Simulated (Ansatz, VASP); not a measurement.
**One calculation of PbSe2, two programs**

```xyz
12
Lattice="6.6209 0.0000 0.0000 -3.3104 5.7339 0.0000 0.0000 0.0000 14.1986" Properties=species:S:1:pos:R:3 pbc="T T T"
Pb    3.3104    1.9113   13.2379
Pb    3.3104    1.9113    8.0600
Pb    0.0000    3.8226    0.9607
Pb    0.0000    3.8226    6.1386
Se   -0.7942    1.3756    0.0000
Se    0.7942    1.3756    7.0993
Se    5.0325    0.0000    7.0993
Se    2.5163    4.3583    0.0000
Se   -2.5163    4.3583    7.0993
Se    3.3104    1.9113   10.6490
Se    0.0000    3.8226    3.5497
Se    1.5884    0.0000    0.0000
```

Alike in both runs: functional LDA; k mesh 6 × 6 × 4; occupations gaussian, width 0.1 eV; no spin polarisation.

Ansatz relaxed the structure, and its values are those at the end. VASP's run is a single point on that final structure, the one shown.

|  | VASP | Ansatz |
| --- | --- | --- |
| version | VASP 6.6.1 | Ansatz 0.2.0 |
| potentials or method | VASP PAW LDA potentials, release 64 (Pb_d, Se), cutoff 520 eV | scalar-relativistic, plane waves, PAW |
| valence electrons in the cell | 104 | 184 |

VASP gave:

| Quantity | Value |
| --- | --- |
| gap on the k mesh at the Fermi level (eV) | none |
| pressure (GPa) | 0.1 |
| rms of the force components (eV/Å) | 0.003 |

Q: What did Ansatz give for the same quantities?

A: gap on the k mesh at the Fermi level (eV): none; pressure (GPa): 0.0; rms of the force components (eV/Å): 0.002.

LDA's correlation is that of Perdew and Zunger in VASP and of Perdew and Wang (1992) in Ansatz. A gap of «none» marks a metal or a gap that the smearing closes. VASP's potentials hold 104 valence electrons a cell and Ansatz's 184, so a difference there can come from the potentials and not from the codes.

Spin-orbit coupling is off throughout.
